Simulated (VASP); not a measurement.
Mg4O:

```
Mg O
1.0
     4.09571    0.00000    0.00000
     0.00000    4.09571    0.00000
     0.00000    0.00000    4.09571
Mg O
4 1
Direct
  0.00000 0.50000 0.50000
  0.50000 0.50000 0.00000
  0.50000 0.00000 0.50000
  0.00000 0.00000 0.00000
  0.50000 0.50000 0.50000
```

- Program: VASP 6.6.1
- Task: relaxation of cell and atoms
- Functional: PBE
- Potentials or basis: VASP PAW PBE potentials, release 64 (Mg, O)
- Cutoff: 600 eV
- k mesh: 4 × 4 × 4
- Occupations: gaussian, width 0.1 eV
- Spin: no spin polarisation

At the start: pressure 21.0 GPa; volume 13.74 Å³/atom.

Task: Where does the relaxation end?

Result: Over 3 steps the energy falls by 190.4 meV/atom and the volume is 17.21 Å³/atom (+25.3 %); space group Pm-3m (No. 221, to 0.05 Å).

The path:
| step | energy change (eV) | largest force (eV/Å) | pressure (GPa) | volume (Å³) |
| --- | --- | --- | --- | --- |
| 1 | 0.0000 | 0.0000 | 20.96 | 68.71 |
| 2 | -0.9440 | 0.0000 | -1.25 | 88.18 |
| 3 | -0.9519 | 0.0000 | 0.11 | 86.07 |

Final structure:
```cif
data_structure
_symmetry_space_group_name_H-M 'P 1'
_symmetry_Int_Tables_number 1
_cell_length_a 4.4152
_cell_length_b 4.4152
_cell_length_c 4.4152
_cell_angle_alpha 90.000
_cell_angle_beta 90.000
_cell_angle_gamma 90.000
_cell_volume 86.07
loop_
_atom_site_label
_atom_site_type_symbol
_atom_site_fract_x
_atom_site_fract_y
_atom_site_fract_z
_atom_site_occupancy
Mg1 Mg 0.00000 0.50000 0.50000 1
Mg2 Mg 0.50000 0.50000 0.00000 1
Mg3 Mg 0.50000 0.00000 0.50000 1
Mg4 Mg 0.00000 0.00000 0.00000 1
O1 O 0.50000 0.50000 0.50000 1
```

Caveat: the k points lie up to 0.36 Å⁻¹ apart in the final cell; the volume moved by over 15 % at a fixed basis, so the end points are rough.
